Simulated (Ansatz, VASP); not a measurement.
**Pt in VASP and in Ansatz**

```xyz
8
Lattice="4.9948 0.0000 0.0000 0.0000 4.9948 0.0000 0.0000 0.0000 4.9948" Properties=species:S:1:pos:R:3 pbc="T T T"
Pt    2.4974    2.4974    2.4974
Pt    0.0000    0.0000    0.0000
Pt    1.2487    0.0000    2.4974
Pt    2.4974    1.2487    0.0000
Pt    2.4974    3.7461    0.0000
Pt    3.7461    0.0000    2.4974
Pt    0.0000    2.4974    3.7461
Pt    0.0000    2.4974    1.2487
```

Alike in both runs: functional PBEsol; k mesh 8 × 8 × 8; occupations gaussian, width 0.1 eV; no spin polarisation.

Ansatz relaxed the structure, and its values are those at the end. VASP's run is a single point on that final structure, the one shown.

|  | VASP | Ansatz |
| --- | --- | --- |
| version | VASP 6.6.1 | Ansatz 0.2.0 |
| potentials or method | VASP PAW PBE potentials, release 64 (Pt), cutoff 520 eV | scalar-relativistic, plane waves, PAW |
| valence electrons in the cell | 80 | 144 |

|  | VASP | Ansatz | Ansatz less VASP |
| --- | --- | --- | --- |
| gap on the k mesh at the Fermi level (eV) | none | none | - |
| pressure (GPa) | -0.4 | 0.0 | +0.41 |

VASP's potentials were made for PBE, not for PBEsol. A gap of «none» marks a metal or a gap that the smearing closes. VASP's potentials hold 80 valence electrons a cell and Ansatz's 144, so a difference there can come from the potentials and not from the codes.

Spin-orbit coupling is off throughout.
